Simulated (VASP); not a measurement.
A run of VASP 6.6.1 is set up as follows.

File INCAR:

```
  PREC = Accurate
  ENCUT = 520
  EDIFF = 1E-6
  ISMEAR = 0
  SIGMA = 0.1
  LREAL = False
  LASPH = True
  NELM = 80
  ALGO = Normal
  ISIF = 2
  LWAVE = False
  LCHARG = False
  GGA = PE
  NBANDS = 13
```

File KPOINTS:

```
regular mesh
0
Gamma
  6 6 6
```

File POSCAR:

```
SeO
1.0
    2.9209626769      0.0000000000      0.0000000000
    0.0000000000      2.9209626769      0.0000000000
    0.0000000000      0.0000000000      2.9194394428
Se O
1 1
Direct
    0.5000000000      0.5000000000      0.5000000000
    0.0000000000      0.0000000000      0.0000000000
```

Potentials or basis: VASP PAW PBE potentials, release 64 (Se, O).

The run is started by

```console
$ cat potpaw_PBE.64/Se/POTCAR potpaw_PBE.64/O/POTCAR > POTCAR
$ mpirun -np 1 vasp_std > vasp.out
```

Task: Predict the pressure.

Result: -0.1 GPa.

Task: Estimate the band gap on the k mesh.

Result: Zero (bands 6 and 7 overlap by 7.02 eV).
